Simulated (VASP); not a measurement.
Wanted: the native input for a VASP 6.6.1 run.

```yaml
Task: single point
Functional: PBE
Potentials_or_basis: VASP PAW PBE potentials, release 64 (Cu, Ru_pv, Au)
Cutoff: 520 eV
k_mesh: 3 × 3 × 3
Occupations: gaussian, width 0.1 eV
Spin: no spin polarisation
Dipole_correction: no
Further_INCAR_settings: LREAL = Auto; ALGO = Fast; EDIFF = 1e-07; NBANDS = 108; ISYM = 0
```

The structure of Cu5Ru2Au lies in POSCAR:

```
Cu5Ru2Au
1.0
   -3.7511112962      3.9039896523     -3.5330063722
    3.8029124071      3.9564695989      3.5336852079
    3.8290508304     -3.9046684879     -3.6116247421
Cu Ru Au
10 4 2
Direct
    0.2574694429     -0.0032581182      0.7394484755
    0.4895557970      0.9963624738      0.5071547615
    0.7345735748      0.4773440744      0.7431591721
    0.2632380817      0.2583217638      0.5026600656
    0.5069922696      0.7482279763      0.7626270403
    0.0131138397      0.5024594769      0.4888399464
    1.0082711790      1.0285728720      0.0163979047
    0.2415828134      0.4993219679      0.2563482763
    0.7554001421      0.2579113715     -0.0007988720
    0.4904510719      0.4828970531      0.9926568059
    1.0000303969      0.2431197661      0.7402368352
    0.7690589384      0.0249576402      0.2746764340
    0.5076330261      0.2386954714      0.2435971138
   -0.0253201497      0.7626633911      0.2371483454
    0.7422094783      0.7386411986      0.5117044782
    0.2391698161      0.7419394193     -0.0043854491
```

These files were run (other wordings do the same):

INCAR

```
PREC = Accurate
ENCUT = 520
EDIFF = 1E-7
ISMEAR = 0
SIGMA = 0.1
LREAL = Auto
LASPH = True
NELM = 80
ALGO = Fast
ISIF = 2
LWAVE = False
LCHARG = True
GGA = PE
LELF = True
LVHAR = True
NBANDS = 108
ISYM = 0
```

KPOINTS

```
Automatic mesh
0
Gamma
  3 3 3
```

Potentials or basis: VASP PAW PBE potentials, release 64 (Cu, Ru_pv, Au).

Launch:

```bash
$ cat potpaw_PBE.64/Cu/POTCAR potpaw_PBE.64/Ru_pv/POTCAR potpaw_PBE.64/Au/POTCAR > POTCAR
$ mpirun -np 1 vasp_std > vasp.out
```

It gave:

```yaml
Pressure: 0.2 GPa
Largest_force: 0.025 eV/Å
Band_gap_on_the_k_mesh: zero (bands 94 and 95 overlap by 0.34 eV)
```

Caveat: the k points lie up to 0.40 Å⁻¹ apart; spin-orbit coupling is left out, which moves the levels of the heavy elements.

Run time: 14 min on 1 thread of Intel(R) Xeon(R) Platinum 8488C (Sapphire Rapids), with other jobs on the host, peak memory 0.47 GiB.
